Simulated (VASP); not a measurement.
Set up this calculation in VASP 6.6.1, as the native input.

```yaml
Task: electric field gradients
Functional: LDA
Potentials_or_basis: VASP PAW LDA potentials, release 64 (Sb)
Cutoff: 520 eV
k_mesh: 12 × 12 × 12
Occupations: fermi-dirac, width 0.03 eV
Spin: no spin polarisation
Dipole_correction: no
Further_INCAR_settings: ALGO = Normal; EDIFF = 1e-08; NBANDS = 12
```

The structure of Sb lies in POSCAR:

```
Sb
1.0
    2.1506003320      1.2416496806      3.8188800000
   -2.1506003320      1.2416496806      3.8188800000
    0.0000000000     -2.4832993611      3.8188800000
Sb
2
Direct
    0.2336400000      0.2336400000      0.2336400000
    0.7663600000      0.7663600000      0.7663600000
```

This cell differs from its parent crystal: zz strain of +2 %.

These files were run (other wordings do the same):

INCAR

```
SYSTEM = Sb
PREC = Accurate ; ENCUT = 520
EDIFF = 1E-8 ; ISMEAR = -1
SIGMA = 0.03 ; LREAL = .FALSE.
LASPH = .TRUE. ; NELM = 100
ALGO = Normal ; ISIF = 2
LWAVE = .FALSE. ; LCHARG = .FALSE.
GGA = CA ; LEFG = .TRUE.
NBANDS = 12
```

KPOINTS

```
regular mesh
0
G
  12 12 12
  0 0 0
```

Potentials or basis: VASP PAW LDA potentials, release 64 (Sb).

Command:

```console
$ cat potpaw_LDA.64/Sb/POTCAR > POTCAR
$ mpirun -np 1 vasp_std > vasp.out
```

It gave:

```yaml
Pressure: -1.5 GPa
Band_gap_on_the_k_mesh: zero (bands 5 and 6 overlap by 0.26 eV)
Largest_electric_field_gradient_by_atom: Sb -37.0 V/Å²
```

Caveat: the cell differs from its parent crystal (zz strain of +2 %); without QUAD_EFG the Cq values of the log hold for a quadrupole moment of 1 mb, not for the nuclei; spin-orbit coupling is left out, which moves the levels of the heavy elements.

Wall time 3.2 min on 1 thread of Intel Xeon 8259CL (shared host), peak memory 0.25 GiB.
